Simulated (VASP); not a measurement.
# Zr3TiC4 (Pmmm) in VASP: single point with PBE

Aim: the single point of Zr3TiC4 with PBE.

Everything below comes from runs of VASP 6.6.1. Logs are shortened: lines on timing, memory, paths and dates and some standing lists are left out, and cuts for length are marked.

## Step 1: The cell of the first run

Symmetry: Pmmm, No. 47, orthorhombic system. The conventional cell has a = 3.281 Å, b = 4.627 Å, c = 6.533 Å, α = 90.00°, β = 90.00°, γ = 90.00°. Within 3.0 Å of Zr (site symmetry mm2) lie 6 C at 2.30 to 2.33 Å. Zr (site symmetry mmm) has 6 C at 2.31 to 2.37 Å within 3.1 Å. Ti (site symmetry mmm) has 6 C at 2.26 to 2.31 Å within 3.0 Å. Within 3.0 Å of C (site symmetry mm2) lie 2 Ti at 2.26 Å and 4 Zr at 2.31 to 2.37 Å. C (site symmetry mmm) has 6 Zr at 2.31 to 2.33 Å within 3.1 Å. C (site symmetry mmm) has 4 Zr at 2.30 Å and 2 Ti at 2.31 Å within 3.0 Å.

## Step 2: Single point, PBE, collinear spin

The input, INCAR:

```
PREC     = Accurate       # precision mode
ENCUT    = 520            # plane-wave cutoff, eV
EDIFF    = 1E-7           # SCF threshold, eV
ISMEAR   = 0              # smearing method
SIGMA    = 0.1            # smearing width, eV
LREAL    = F              # projectors in reciprocal space
LASPH    = T              # aspherical terms in the spheres
NELM     = 150            # most SCF steps
ALGO     = Normal         # electronic algorithm
ISIF     = 2              # what is computed and relaxed
LWAVE    = F              # write WAVECAR
LCHARG   = T              # write CHGCAR
ISPIN    = 2              # spin polarisation
MAGMOM   = 1 1 1 1 0 0 0 0 # initial moments
LORBIT   = 11             # projections on sites
LMAXMIX  = 4              # l up to which the mixer works
GGA      = PE             # functional
LELF     = T              # ELF
LVHAR    = T            
NBANDS   = 46             # bands
```

The input, KPOINTS:

```
regular mesh
0
Gamma
  6 4 4
```

The input, POSCAR:

```
Zr3TiC4
1.0
    3.2814248453      0.0000000000      0.0000000000
    0.0000000000      4.6265755551      0.0000000000
    0.0000000000      0.0000000000      6.5328154127
Zr Ti C
3 1 4
Direct
    0.0000000000      0.0000000000      0.7457857532
    0.0000000000      0.0000000000      0.2542142468
    0.5000000000      0.5000000000      0.0000000000
    0.5000000000      0.5000000000      0.5000000000
    0.0000000000      0.5000000000      0.2611790728
    0.0000000000      0.5000000000      0.7388209272
    0.5000000000      0.0000000000      0.0000000000
    0.5000000000      0.0000000000      0.5000000000
```

Potentials or basis: VASP PAW PBE potentials, release 64 (Zr_sv, Ti_sv, C).

The run is started by

```sh
cat potpaw_PBE.64/Zr_sv/POTCAR potpaw_PBE.64/Ti_sv/POTCAR potpaw_PBE.64/C/POTCAR > POTCAR
mpirun -np 1 vasp_std > vasp.out
```

OUTCAR:

```text
PREC = Accurate
   ENCUT = 520
   EDIFF = 1E-7
   ISMEAR = 0
   LREAL = F
   LASPH = T
   NELM = 150
   ISIF = 2
   ISPIN = 2
   LORBIT = 11
   GGA = PE

 ion  position               nearest neighbor table
   1  0.000  0.000  0.746-   8 2.30   8 2.30   6 2.31   6 2.31   7 2.33   7 2.33   2 3.21   4 3.26
                             4 3.26   4 3.26   4 3.26   3 3.29   3 3.29   3 3.29   3 3.29   2 3.32
   2  0.000  0.000  0.254-   8 2.30   8 2.30   5 2.31   5 2.31   7 2.33   7 2.33   1 3.21   4 3.26
                             4 3.26   4 3.26   4 3.26   3 3.29   3 3.29   3 3.29   3 3.29   1 3.32
   3  0.500  0.500  0.000-   7 2.31   7 2.31   5 2.37   6 2.37   5 2.37   6 2.37   4 3.27   4 3.27
                             2 3.29   2 3.29   1 3.29   2 3.29   1 3.29   1 3.29   1 3.29   2 3.29
   4  0.500  0.500  0.500-   5 2.26   6 2.26   5 2.26   6 2.26   8 2.31   8 2.31   2 3.26   2 3.26
                             1 3.26   2 3.26   1 3.26   1 3.26   1 3.26   2 3.26   3 3.27   3 3.27
   5  0.000  0.500  0.261-   4 2.26   4 2.26   2 2.31   2 2.31   3 2.37   3 2.37
   6  0.000  0.500  0.739-   4 2.26   4 2.26   1 2.31   1 2.31   3 2.37   3 2.37
   7  0.500  0.000  0.000-   3 2.31   3 2.31   1 2.33   2 2.33   1 2.33   2 2.33
   8  0.500  0.000  0.500-   1 2.30   2 2.30   1 2.30   2 2.30   4 2.31   4 2.31

  LATTYP: Found a simple orthorhombic cell.
 ALAT       =     3.2814248453
 B/A-ratio  =     1.4099288490
 C/A-ratio  =     1.9908471840

  Lattice vectors:

 A1 = (   3.2814248453,   0.0000000000,   0.0000000000)
 A2 = (   0.0000000000,   4.6265755551,   0.0000000000)
 A3 = (   0.0000000000,   0.0000000000,   6.5328154127)

Analysis of symmetry for initial positions (statically):
=====================================================================
 Subroutine PRICEL returns:
 Original cell was already a primitive cell.

 Routine SETGRP: Setting up the symmetry group for a
 simple orthorhombic supercell.

 Subroutine GETGRP returns: Found  8 space group operations
 (whereof  8 operations were pure point group operations)
 out of a pool of  8 trial point group operations.

The static configuration has the point symmetry D_2h.

Analysis of symmetry for dynamics (positions and initial velocities):
=====================================================================
 Subroutine PRICEL returns:
 Original cell was already a primitive cell.

 Routine SETGRP: Setting up the symmetry group for a
 simple orthorhombic supercell.

 Subroutine GETGRP returns: Found  8 space group operations
 (whereof  8 operations were pure point group operations)
 out of a pool of  8 trial point group operations.

The dynamic configuration has the point symmetry D_2h.

Analysis of structural, dynamic, and magnetic symmetry:
=====================================================================
 Subroutine PRICEL returns:
 Original cell was already a primitive cell.

 Routine SETGRP: Setting up the symmetry group for a
 simple orthorhombic supercell.

 Subroutine GETGRP returns: Found  8 space group operations
 (whereof  8 operations were pure point group operations)
 out of a pool of  8 trial point group operations.

The overall configuration has the point symmetry D_2h.

 Subroutine INISYM returns: Found  8 space group operations
 (whereof  8 operations are pure point group operations),
 and found     1 'primitive' translations

----------------------------------------------------------------------------------------

                                     Primitive cell

  volume of cell :      99.1796

  direct lattice vectors                    reciprocal lattice vectors
     3.281424845  0.000000000  0.000000000     0.304745666  0.000000000  0.000000000
     0.000000000  4.626575555  0.000000000     0.000000000  0.216142585  0.000000000
     0.000000000  0.000000000  6.532815413     0.000000000  0.000000000  0.153073359

  length of vectors
     3.281424845  4.626575555  6.532815413     0.304745666  0.216142585  0.153073359

  position of ions in fractional coordinates (direct lattice)
     0.000000000  0.000000000  0.745785753
     0.000000000  0.000000000  0.254214247
     0.500000000  0.500000000  0.000000000
     0.500000000  0.500000000  0.500000000
     0.000000000  0.500000000  0.261179073
     0.000000000  0.500000000  0.738820927
     0.500000000  0.000000000  0.000000000
     0.500000000  0.000000000  0.500000000

  ion indices of the primitive-cell ions
   primitive index   ion index
                 1           1
                 2           2
                 3           3
                 4           4
                 5           5
                 6           6
                 7           7
                 8           8

----------------------------------------------------------------------------------------

 KPOINTS: regular mesh

Automatic generation of k-mesh.
 Grid dimensions read from file:
 generate k-points for:    6    4    4

 Generating k-lattice:

  Cartesian coordinates                     Fractional coordinates (reciprocal lattice)
     0.050790944  0.000000000  0.000000000     0.166666667  0.000000000  0.000000000
     0.000000000  0.054035646  0.000000000     0.000000000  0.250000000  0.000000000
     0.000000000  0.000000000  0.038268340     0.000000000  0.000000000  0.250000000

  Length of vectors
     0.050790944  0.054035646  0.038268340

  Shift w.r.t. Gamma in fractional coordinates (k-lattice)
     0.000000000  0.000000000  0.000000000

 Subroutine IBZKPT returns following result:
 ===========================================

 Found     36 irreducible k-points:

 Following reciprocal coordinates:
            Coordinates               Weight
  0.000000  0.000000  0.000000      1.000000
  0.166667  0.000000  0.000000      2.000000
  0.333333  0.000000  0.000000      2.000000
  0.500000  0.000000  0.000000      1.000000
  0.000000  0.250000  0.000000      2.000000
  0.166667  0.250000  0.000000      4.000000
[... 16 lines left out ...]
  0.333333  0.500000  0.250000      4.000000
  0.500000  0.500000  0.250000      2.000000
 [... further k-points ...]
   k-points           NKPTS =     36   k-points in BZ     NKDIM =     36   number of bands    NBANDS=     46
   number of dos      NEDOS =    301   number of ions     NIONS =      8
   total plane-waves  NPLWV =  43200
   dimension x,y,z NGX =    24 NGY =   36 NGZ =   50
   dimension x,y,z NGXF=    48 NGYF=   72 NGZF=  100
   ions per type =               3   1   4
   NGX,Y,Z   is equivalent  to a cutoff of  12.16, 12.94, 12.72 a.u.
   NGXF,Y,Z  is equivalent  to a cutoff of  24.32, 25.87, 25.45 a.u.
 SYSTEM =  unknown system
   PREC   = accura    normal or accurate (medium, high low for compatibility)
   ISTART =      0    job   : 0-new  1-cont  2-samecut
   ICHARG =      2    charge: 1-file 2-atom 10-const
   ISPIN  =      2    spin polarized calculation?
   LNONCOLLINEAR =      F non collinear calculations
   LSORBIT =      F    spin-orbit coupling
   LASPH  =      T    aspherical Exc in radial PAW
   ENCUT  =  520.0 eV  38.22 Ry    6.18 a.u.   6.10  8.60 12.15*2*pi/ulx,y,z
   NELM   =    150;   NELMIN=  2; NELMDL= -5     # of ELM steps
   EDIFF  = 0.1E-06   stopping-criterion for ELM
   LREAL  =      F    real-space projection
   EDIFFG = 0.1E-05   stopping-criterion for IOM
   NSW    =      0    number of steps for IOM
   IBRION =     -1    ionic relax: 0-MD 1-quasi-New 2-CG
   NFREE  =      0    steps in history (QN), initial steepest desc. (CG)
   ISIF   =      2    stress and relaxation
   ISYM   =      2    0-nonsym 1-usesym 2-fastsym
   POTIM  = 0.5000    time-step for ionic-motion
   TEBEG  =    0.0;   TEEND  =   0.0 temperature during run
   PSTRESS=    0.0 pullay stress
   NELECT =      64.0000    total number of electrons
   NUPDOWN=      -1.0000    fix difference up-down
   EMIN   =  10.00;   EMAX   =-10.00  energy-range for DOS
   EFERMI =   0.00;   METHOD = LEGACY
   ISMEAR =     0;   SIGMA  =   0.10  broadening in eV -4-tet -1-fermi 0-gaus
   EFERMI_NEDOS =   21; number of points for ismear=-14 and -15
   IALGO  =     38    algorithm
   IMIX   =      4    mixing-type and parameters
     AMIX     =   0.40;   BMIX     =  1.00
     AMIX_MAG =   1.60;   BMIX_MAG =  1.00
  volume/ion in A,a.u.               =      12.40        83.66
  Fermi-wavevector in a.u.,A,eV,Ry     =   1.414688  2.673373 27.229911  2.001342
  Thomas-Fermi vector in A             =   2.536204
   LORBIT       =     11    0 simple, 1 ext, 2 COOP (PROOUT), +10 PAW based schemes
   GGA     = PE    functional components
   LHFCALC =     F    Hartree Fock is set to
   AEXX    =    0.0000 exact exchange contribution
   IVDW    =     0    specifies the selected vdW correction
   LEPSILON=     F    determine dielectric tensor
   LRPA    =     F    only Hartree local field effects (RPA)
 spin polarized calculation
 Gauss-broadening in eV      SIGMA  =   0.10
  energy-cutoff  :      520.00
  volume of cell :       99.18
 maximum number of plane-waves:      2704
   NGX = 13   NGY = 17   NGZ = 25

 number of electron      64.0000005 magnetization      -0.0001620

 number of electron      64.0000005 magnetization       0.0000411

 Free energy of the ion-electron system (eV)
  ---------------------------------------------------
  ext. energy  EPLUGINS =         0.00000000
  ---------------------------------------------------
  free energy    TOTEN  =       -76.68720200 eV

  energy without entropy =      -76.67872126  energy(sigma->0) =      -76.68296163

 E-fermi :   9.3982     XC(G=0): -12.2013

 val. band max:        9.3819128497   @ k =   0.0000   0.2500   0.0000
 cond. band min:       9.4223940558   @ k =   0.3333   0.0000   0.5000
 fundamental gap:      0.0404812062
 Fermi energy:         9.3982409872

 spin component 1

 k-point     1 :       0.0000    0.0000    0.0000
  band No.  band energies     occupation
      1     -47.4754      1.00000
      2     -38.6139      1.00000
      3     -38.4274      1.00000
      4     -38.4023      1.00000
      5     -23.7214      1.00000
      6     -23.7165      1.00000
[... 1117 lines left out ...]
     43      14.7087      0.00000
     44      14.9174      0.00000

 [... further k-points ...]

 spin component 2

 k-point     1 :       0.0000    0.0000    0.0000
  band No.  band energies     occupation
      1     -47.4754      1.00000
      2     -38.6138      1.00000
      3     -38.4274      1.00000
      4     -38.4022      1.00000
      5     -23.7214      1.00000
      6     -23.7165      1.00000
[... 1117 lines left out ...]
     43      14.7087      0.00000
     44      14.9174      0.00000

 [... further k-points ...]

 [bands above 44 left out]

------------------------ aborting loop because EDIFF is reached ----------------------------------------

  FORCE on cell =-STRESS in cart. coord.  units (eV):
  Direction    XX          YY          ZZ          XY          YZ          ZX
  --------------------------------------------------------------------------------------
  -------------------------------------------------------------------------------------
  Total       -0.0103377     -0.0010185      0.0120849      0.0000000      0.0000000      0.0000000
  in kB       -0.1669986     -0.0164527      0.1952238      0.0000000      0.0000000      0.0000000
  external PRESSURE =       0.0039242 kB  Pullay stress =       0.0000000 kB

 VOLUME and BASIS-vectors are now :
 -----------------------------------------------------------------------------
  energy-cutoff  :      520.00
  volume of cell :       99.18
      direct lattice vectors                 reciprocal lattice vectors
     3.281424845  0.000000000  0.000000000     0.304745666  0.000000000  0.000000000
     0.000000000  4.626575555  0.000000000     0.000000000  0.216142585  0.000000000
     0.000000000  0.000000000  6.532815413     0.000000000  0.000000000  0.153073359

 POSITION                                       TOTAL-FORCE (eV/Angst)
 -----------------------------------------------------------------------------------
      0.00000      0.00000      4.87208        -0.000000     -0.000000      0.003390
      0.00000      0.00000      1.66073         0.000000      0.000000     -0.003390
      1.64071      2.31329      0.00000         0.000000      0.000000      0.000000
      1.64071      2.31329      3.26641         0.000000      0.000000      0.000000
      0.00000      2.31329      1.70623         0.000000      0.000000     -0.000117
      0.00000      2.31329      4.82658         0.000000      0.000000      0.000117
      1.64071      0.00000      0.00000         0.000000      0.000000      0.000000
      1.64071      0.00000      3.26641         0.000000      0.000000      0.000000
 -----------------------------------------------------------------------------------
    total drift:                                0.000000     -0.000000     -0.000000

  FREE ENERGIE OF THE ION-ELECTRON SYSTEM (eV)
  ---------------------------------------------------
  free  energy   TOTEN  =       -76.6872020031 eV

  energy  without entropy=      -76.6787212647  energy(sigma->0) =      -76.68296163

 total charge

# of ion       s       p       d       tot
------------------------------------------
    1        2.183   6.051   1.672   9.905
    2        2.183   6.051   1.672   9.905
    3        2.177   6.043   1.640   9.860
    4        2.172   6.185   1.825  10.182
    5        0.887   1.463   0.000   2.350
    6        0.887   1.463   0.000   2.350
    7        0.891   1.491   0.000   2.382
    8        0.889   1.479   0.000   2.368
--------------------------------------------------
tot         12.268  30.225   6.810  49.303

 magnetization (x)

# of ion       s       p       d       tot
------------------------------------------
    1       -0.000  -0.000  -0.000  -0.000
    2       -0.000  -0.000  -0.000  -0.000
    3       -0.000  -0.000  -0.000  -0.000
    4        0.000  -0.000  -0.000  -0.000
    5        0.000   0.000   0.000   0.000
    6        0.000   0.000   0.000   0.000
    7        0.000   0.000   0.000   0.000
    8       -0.000   0.000   0.000   0.000
--------------------------------------------------
tot         -0.000   0.000  -0.000   0.000
```

It took 6.9 min on 1 thread of Intel Xeon Platinum 8259CL at 2.50GHz (Skylake/Cascade Lake), shared host; peak memory 0.38 GiB.

Results:

```yaml
Free_energy: -76.6872 eV
Pressure: 0.0 GPa
Largest_force: 0.003 eV/Å
Band_gap_on_the_k_mesh: zero (filled and empty bands overlap)
Net_moment: 0.00 μB per cell
Valence_electrons_inside_the_program's_atomic_spheres: Zr 9.90, 9.86 (each value once); Ti 10.18; C 2.35, 2.38, 2.37 (each value once)
```

Forces on the atoms (eV/Å):
```
Zr   0.000  0.000  0.003
Zr   0.000  0.000 -0.003
Zr   0.000  0.000  0.000
Ti   0.000  0.000  0.000
C    0.000  0.000  0.000
C    0.000  0.000  0.000
C    0.000  0.000  0.000
C    0.000  0.000  0.000
```
